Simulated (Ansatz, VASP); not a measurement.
**One calculation of Zr3TaZn, two programs**

```
CELL_PARAMETERS angstrom
3.78591 0.00000 0.00000
0.00000 3.78591 0.00000
0.00000 0.00000 3.78591
ATOMIC_POSITIONS crystal
Zr 0.00000 0.50000 0.50000
Zr 0.50000 0.00000 0.50000
Zr 0.50000 0.50000 0.00000
Ta 0.00000 0.00000 0.00000
Zn 0.50000 0.50000 0.50000
```

Alike in both runs: task relaxation of cell and atoms; functional PBE; k mesh 4 × 4 × 4; occupations gaussian, width 0.1 eV; no spin polarisation.

|  | VASP | Ansatz |
| --- | --- | --- |
| version | VASP 6.6.1 | Ansatz 0.2.0 |
| potentials or method | VASP PAW PBE potentials, release 64 (Zr_sv, Ta_pv, Zn), cutoff 600 eV | scalar-relativistic, plane waves, PAW |
| valence electrons in the cell | 59 | 61 |

```csv
,VASP,Ansatz,Ansatz less VASP
"gap on the k mesh at the Fermi level, each at its own relaxed structure (eV)",none,none,-
relaxed volume (Å³/atom),23.49,23.63,+0.141
relaxed length of the cell vector where the two differ most in proportion (Å),4.897,4.907,+0.0098
```

A gap of «none» marks a metal or a gap that the smearing closes. VASP's potentials hold 59 valence electrons a cell and Ansatz's 61, so a difference there can come from the potentials and not from the codes.

The k mesh is coarse, so the values compare programs but aren't converged. Spin-orbit coupling is off throughout. Noted on VASP's run: the volume moved by over 15 % at a fixed basis, so the end points are rough.
